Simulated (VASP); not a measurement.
**GaN: single point with r2SCAN**

GaN:

```
Ga N
1.0
     3.31042    0.00000    0.00000
    -1.65521    2.86691    0.00000
     0.00000    0.00000    5.05918
Ga N
2 2
Direct
  0.66667 0.33333 0.49681
  0.33333 0.66667 0.99681
  0.66667 0.33333 0.87819
  0.33333 0.66667 0.37819
```

This cell differs from its parent crystal: biaxial strain in the a-b plane: +4.0 %.

```
Program                : VASP 6.6.1
Task                   : single point
Functional             : r2SCAN
Potentials or basis    : VASP PAW PBE potentials, release 64 (Ga_d, N)
Cutoff                 : 520 eV
k mesh                 : 12 × 12 × 6
Occupations            : gaussian, width 0.02 eV
Spin                   : no spin polarisation
Dipole correction      : no
Further INCAR settings : ALGO = Normal; EDIFF = 1e-07; NBANDS = 26
```

* Pressure: -8.1 GPa
* Largest force: 0.332 eV/Å
* Band gap on the k mesh: 1.88 eV, direct

Forces in eV/Å, atoms in the order of the input:
```
Ga   0.000  0.000 -0.332
Ga   0.000  0.000 -0.332
N    0.000  0.000  0.332
N    0.000  0.000  0.332
```

Stress tensor (GPa, compression positive):
```
-14.67   0.00   0.00
  0.00 -14.67   0.00
  0.00   0.00   5.10
```

Levels at points of the mesh, in eV from the valence-band top:
| k point | band 15 | band 16 | band 17 | band 18 | band 19 | band 20 | band 21 | band 22 |
| --- | --- | --- | --- | --- | --- | --- | --- | --- |
| (0.00, 0.00, 0.00) | -1.39 | -0.18 | -0.18 | 0.00 | 1.88 | 3.72 | 9.63 | 9.63 |
| (0.50, 0.00, 0.00) | -4.17 | -3.01 | -2.19 | -1.02 | 4.85 | 5.67 | 6.75 | 8.88 |
| (0.00, 0.00, 0.50) | -0.80 | -0.80 | -0.80 | -0.80 | 4.09 | 4.09 | 9.08 | 9.08 |
| (0.50, 0.00, 0.50) | -2.10 | -2.10 | -1.70 | -1.70 | 4.70 | 4.70 | 8.10 | 8.10 |

It took 3.6 min on 1 thread of Intel(R) Xeon(R) 6975P-C (Granite Rapids), with other jobs on the host, peak memory 0.23 GiB.

Caveat: the cell differs from its parent crystal (biaxial strain in the a-b plane: +4.0 %); the PAW data sets were made with another functional, which shifts forces and pressure a little.
